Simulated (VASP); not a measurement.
Here is a VASP 6.6.1 calculation.

The input INCAR:

```
SYSTEM = HfN
  ALGO = Normal
  EDIFF = 1E-7
  EDIFFG = -0.005
  ENCUT = 600
  GGA = PE
  IBRION = 2
  ISIF = 3
  ISMEAR = -1
  LASPH = .TRUE.
  LCHARG = .FALSE.
  LREAL = .FALSE.
  LWAVE = .FALSE.
  NELM = 60
  NSW = 32
  PREC = Accurate
  PSTRESS = 2000.0
  SIGMA = 0.08
```

File KPOINTS:

```
k-points
0
G
  15 15 15
  0 0 0
```

The input POSCAR:

```
HfN
1.0
    2.4890741431      0.0000000000      0.0000000000
    0.0000000000      2.4890741431      0.0000000000
    0.0000000000      0.0000000000      2.4890741431
Hf N
1 1
Direct
    0.0000000000      0.0000000000      0.0000000000
    0.5000000000      0.5000000000      0.5000000000
```

Potentials or basis: VASP PAW PBE potentials, release 64 (Hf_pv, N).

Command:

```sh
$ cat potpaw_PBE.64/Hf_pv/POTCAR potpaw_PBE.64/N/POTCAR > POTCAR
$ mpirun -np 1 vasp_std > vasp.out
```

(1) Estimate the relaxed volume.

(2) Predict the space group after relaxing (to 0.05 Å).

## Answers

(1) 7.65 Å³/atom.

(2) Pm-3m (No. 221).

Caveat: the cell is relaxed towards a set pressure, so the enthalpy falls and the energy may rise.
